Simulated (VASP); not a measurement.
# Rh (Fm-3m) in VASP: further runs

Rh is run at these levels: PBE; tasks: single point.

Program: VASP 6.6.1. These are calculated values, not measurements. Logs are shortened: lines on timing, memory, paths and dates and some standing lists are left out, and cuts for length are marked.

## (1) The cell of the first run

It takes space group Fm-3m (No. 225, cubic). The conventional cell has a = 3.832 Å, b = 3.832 Å, c = 3.832 Å, α = 90.00°, β = 90.00°, γ = 90.00°. Rh (site symmetry m-3m) has 12 Rh at 2.71 Å within 3.6 Å.

## (2) Single point, PBE

INCAR

```
SYSTEM = Rh
PREC = Accurate ; ENCUT = 520
EDIFF = 1E-6 ; ISMEAR = -1
SIGMA = 0.1 ; LREAL = .False.
LASPH = .True. ; NELM = 80
ALGO = Normal ; ISIF = 2
LWAVE = .False. ; LCHARG = .False.
GGA = PE ; NBANDS = 14
```

KPOINTS

```
regular mesh
0
Gamma
  9 9 9
  0 0 0
```

POSCAR

```
Rh
1.0
    0.0000000000      1.9160595532      1.9160595532
    1.9160595532      0.0000000000      1.9160595532
    1.9160595532      1.9160595532      0.0000000000
Rh
1
Direct
    0.0000000000      0.0000000000      0.0000000000
```

Potentials or basis: VASP PAW PBE potentials, release 64 (Rh_pv).

The run is started by

```bash
$ cat potpaw_PBE.64/Rh_pv/POTCAR > POTCAR
$ mpirun -np 1 vasp_std > vasp.out
```

OUTCAR:

```text
SYSTEM = Rh
   PREC = Accurate
   ENCUT = 520
   EDIFF = 1E-6
   ISMEAR = -1
   LREAL = .False.
   LASPH = .True.
   NELM = 80
   ISIF = 2
   GGA = PE

 ion  position               nearest neighbor table
   1  0.000  0.000  0.000-

  LATTYP: Found a face centered cubic cell.
 ALAT       =     3.8321191064

  Lattice vectors:

 A1 = (   0.0000000000,   1.9160595532,   1.9160595532)
 A2 = (   1.9160595532,   0.0000000000,   1.9160595532)
 A3 = (   1.9160595532,   1.9160595532,   0.0000000000)

Analysis of symmetry for initial positions (statically):
=====================================================================
 Subroutine PRICEL returns:
 Original cell was already a primitive cell.

 Routine SETGRP: Setting up the symmetry group for a
 face centered cubic supercell.

 Subroutine GETGRP returns: Found 48 space group operations
 (whereof 48 operations were pure point group operations)
 out of a pool of 48 trial point group operations.

The static configuration has the point symmetry O_h .

Analysis of symmetry for dynamics (positions and initial velocities):
=====================================================================
 Subroutine PRICEL returns:
 Original cell was already a primitive cell.

 Routine SETGRP: Setting up the symmetry group for a
 face centered cubic supercell.

 Subroutine GETGRP returns: Found 48 space group operations
 (whereof 48 operations were pure point group operations)
 out of a pool of 48 trial point group operations.

The dynamic configuration has the point symmetry O_h .

 Subroutine INISYM returns: Found 48 space group operations
 (whereof 48 operations are pure point group operations),
 and found     1 'primitive' translations

----------------------------------------------------------------------------------------

                                     Primitive cell

  volume of cell :      14.0688

  direct lattice vectors                    reciprocal lattice vectors
     0.000000000  1.916059553  1.916059553    -0.260952223  0.260952223  0.260952223
     1.916059553  0.000000000  1.916059553     0.260952223 -0.260952223  0.260952223
     1.916059553  1.916059553  0.000000000     0.260952223  0.260952223 -0.260952223

  length of vectors
     2.709717406  2.709717406  2.709717406     0.451982509  0.451982509  0.451982509

  position of ions in fractional coordinates (direct lattice)
     0.000000000  0.000000000  0.000000000

  ion indices of the primitive-cell ions
   primitive index   ion index
                 1           1

----------------------------------------------------------------------------------------

 KPOINTS: regular mesh

Automatic generation of k-mesh.
 Grid dimensions read from file:
 generate k-points for:    9    9    9

 Generating k-lattice:

  Cartesian coordinates                     Fractional coordinates (reciprocal lattice)
    -0.028994691  0.028994691  0.028994691     0.111111111  0.000000000  0.000000000
     0.028994691 -0.028994691  0.028994691     0.000000000  0.111111111  0.000000000
     0.028994691  0.028994691 -0.028994691     0.000000000  0.000000000  0.111111111

  Length of vectors
     0.050220279  0.050220279  0.050220279

  Shift w.r.t. Gamma in fractional coordinates (k-lattice)
     0.000000000  0.000000000  0.000000000

 Subroutine IBZKPT returns following result:
 ===========================================

 Found     35 irreducible k-points:

 Following reciprocal coordinates:
            Coordinates               Weight
  0.000000  0.000000  0.000000      1.000000
  0.111111  0.000000  0.000000      8.000000
  0.222222  0.000000  0.000000      8.000000
  0.333333  0.000000  0.000000      8.000000
  0.444444  0.000000  0.000000      8.000000
  0.111111  0.111111  0.000000      6.000000
[... 16 lines left out ...]
 -0.333333  0.333333  0.000000     12.000000
  0.444444  0.444444  0.000000      6.000000
 [... further k-points ...]
   k-points           NKPTS =     35   k-points in BZ     NKDIM =     35   number of bands    NBANDS=     14
   number of dos      NEDOS =    301   number of ions     NIONS =      1
   total plane-waves  NPLWV =   8000
   dimension x,y,z NGX =    20 NGY =   20 NGZ =   20
   dimension x,y,z NGXF=    40 NGYF=   40 NGZF=   40
   ions per type =               1
   NGX,Y,Z   is equivalent  to a cutoff of  12.27, 12.27, 12.27 a.u.
   NGXF,Y,Z  is equivalent  to a cutoff of  24.54, 24.54, 24.54 a.u.
 SYSTEM =  Rh
   PREC   = accura    normal or accurate (medium, high low for compatibility)
   ISTART =      0    job   : 0-new  1-cont  2-samecut
   ICHARG =      2    charge: 1-file 2-atom 10-const
   ISPIN  =      1    spin polarized calculation?
   LNONCOLLINEAR =      F non collinear calculations
   LSORBIT =      F    spin-orbit coupling
   LASPH  =      T    aspherical Exc in radial PAW
   ENCUT  =  520.0 eV  38.22 Ry    6.18 a.u.   5.04  5.04  5.04*2*pi/ulx,y,z
   NELM   =     80;   NELMIN=  2; NELMDL= -5     # of ELM steps
   EDIFF  = 0.1E-05   stopping-criterion for ELM
   LREAL  =      F    real-space projection
   EDIFFG = 0.1E-04   stopping-criterion for IOM
   NSW    =      0    number of steps for IOM
   IBRION =     -1    ionic relax: 0-MD 1-quasi-New 2-CG
   NFREE  =      0    steps in history (QN), initial steepest desc. (CG)
   ISIF   =      2    stress and relaxation
   ISYM   =      2    0-nonsym 1-usesym 2-fastsym
   POTIM  = 0.5000    time-step for ionic-motion
   TEBEG  =    0.0;   TEEND  =   0.0 temperature during run
   PSTRESS=    0.0 pullay stress
   NELECT =      15.0000    total number of electrons
   NUPDOWN=      -1.0000    fix difference up-down
   EMIN   =  10.00;   EMAX   =-10.00  energy-range for DOS
   EFERMI =   0.00;   METHOD = LEGACY
   ISMEAR =    -1;   SIGMA  =   0.10  broadening in eV -4-tet -1-fermi 0-gaus
   EFERMI_NEDOS =   21; number of points for ismear=-14 and -15
   IALGO  =     38    algorithm
   IMIX   =      4    mixing-type and parameters
     AMIX     =   0.40;   BMIX     =  1.00
     AMIX_MAG =   1.60;   BMIX_MAG =  1.00
  volume/ion in A,a.u.               =      14.07        94.94
  Fermi-wavevector in a.u.,A,eV,Ry     =   1.672449  3.160471 38.056666  2.797086
  Thomas-Fermi vector in A             =   2.757594
   LORBIT       =      0    0 simple, 1 ext, 2 COOP (PROOUT), +10 PAW based schemes
   GGA     = PE    functional components
   LHFCALC =     F    Hartree Fock is set to
   AEXX    =    0.0000 exact exchange contribution
   IVDW    =     0    specifies the selected vdW correction
   LEPSILON=     F    determine dielectric tensor
   LRPA    =     F    only Hartree local field effects (RPA)
 non-spin polarized calculation
  energy-cutoff  :      520.00
  volume of cell :       14.07
 maximum number of plane-waves:       386
   NGX =  9   NGY =  9   NGZ =  9

 number of electron      15.0000003 magnetization

 Free energy of the ion-electron system (eV)
  ---------------------------------------------------
  ext. energy  EPLUGINS =         0.00000000
  ---------------------------------------------------
  free energy    TOTEN  =        -7.27163705 eV

  energy without entropy =       -7.22745876  energy(sigma->0) =       -7.24954791

 E-fermi :  11.4259     XC(G=0): -13.8844

 val. band max:       11.3691526279   @ k =   0.3333   0.2222   0.0000
 cond. band min:      11.4268735217   @ k =  -0.3333   0.3333   0.0000
 fundamental gap:      0.0577208938
 Fermi energy:        11.4259121389

 k-point     1 :       0.0000    0.0000    0.0000
  band No.  band energies     occupation
      1     -34.8585      2.00000
      2     -34.8585      2.00000
      3     -34.8585      2.00000
      4       3.6966      2.00000
      5       8.5167      2.00000
      6       8.5167      2.00000
      7       8.5167      2.00000
      8      10.5211      1.99976
      9      10.5211      1.99976
     10      27.5030      0.00000
     11      32.0713      0.00000
     12      32.8231      0.00000
     13      32.8231      0.00000
     14      32.8231      0.00000

 k-point     2 :       0.1111    0.0000    0.0000
  band No.  band energies     occupation
      1     -34.9399      2.00000
      2     -34.8695      2.00000
      3     -34.8695      2.00000
      4       4.1691      2.00000
      5       8.3299      2.00000
      6       8.6875      2.00000
      7       8.6875      2.00000
      8      10.4385      1.99990
      9      10.4385      1.99990
     10      28.1340      0.00000
     11      30.6692      0.00000
     12      32.0716      0.00000
     13      33.5037      0.00000
     14      33.5037      0.00000

 k-point     3 :       0.2222    0.0000    0.0000
  band No.  band energies     occupation
      1     -35.1430      2.00000
      2     -34.8975      2.00000
      3     -34.8975      2.00000
      4       5.2480      2.00000
      5       8.2343      2.00000
      6       8.8828      2.00000
      7       8.8828      2.00000
      8      10.5504      1.99968
      9      10.5504      1.99968
     10      27.2803      0.00000
     11      29.0544      0.00000
     12      32.0709      0.00000
     13      35.2143      0.00000
     14      35.2143      0.00000
[... 324 lines left out ...]
 k-point    23 :      -0.3333    0.3333    0.0000
  band No.  band energies     occupation
      1     -35.3158      2.00000
      2     -35.3120      2.00000
      3     -35.0226      2.00000
      4       6.6088      2.00000
      5       7.5023      2.00000
      6       8.6671      2.00000
      7      10.2870      1.99998
      8      11.4269      0.99519
      9      18.0033      0.00000
     10      21.2048      0.00000
     11      23.2879      0.00000
     12      29.7445      0.00000
     13      31.4252      0.00000
     14      32.0752      0.00000

 k-point    24 :       0.4444    0.4444    0.0000
  band No.  band energies     occupation
      1     -35.4766      2.00000
      2     -35.0996      2.00000
      3     -35.0996      2.00000
      4       5.4675      2.00000
      5       5.8139      2.00000
      6      11.9453      0.01104
      7      12.2443      0.00056
      8      12.2443      0.00056
      9      14.0724      0.00000
     10      24.2596      0.00000
     11      25.0335      0.00000
     12      25.0335      0.00000
     13      32.0603      0.00000
     14      34.0158      0.00000

 [... further k-points ...]
[... 5 lines left out ...]
  --------------------------------------------------------------------------------------
  -------------------------------------------------------------------------------------
  Total        0.0203715      0.0203715      0.0203715     -0.0000000      0.0000000      0.0000000
  in kB        2.3199399      2.3199399      2.3199399     -0.0000000      0.0000000      0.0000000
  external PRESSURE =       2.3199399 kB  Pullay stress =       0.0000000 kB

 VOLUME and BASIS-vectors are now :
 -----------------------------------------------------------------------------
  energy-cutoff  :      520.00
  volume of cell :       14.07
      direct lattice vectors                 reciprocal lattice vectors
     0.000000000  1.916059553  1.916059553    -0.260952223  0.260952223  0.260952223
     1.916059553  0.000000000  1.916059553     0.260952223 -0.260952223  0.260952223
     1.916059553  1.916059553  0.000000000     0.260952223  0.260952223 -0.260952223

 POSITION                                       TOTAL-FORCE (eV/Angst)
 -----------------------------------------------------------------------------------
      0.00000      0.00000      0.00000         0.000000      0.000000      0.000000
 -----------------------------------------------------------------------------------
    total drift:                                0.000000      0.000000      0.000000

  FREE ENERGIE OF THE ION-ELECTRON SYSTEM (eV)
  ---------------------------------------------------
  free  energy   TOTEN  =        -7.2716370516 eV

  energy  without entropy=       -7.2274587601  energy(sigma->0) =       -7.24954791
```

Wall time 9.4 s (1 thread of Intel Xeon 8259CL, shared host); peak memory 0.13 GiB.

Results:

* Free energy: -7.2716 eV
* Pressure: 0.2 GPa

(Continued in part 2 of 2.)
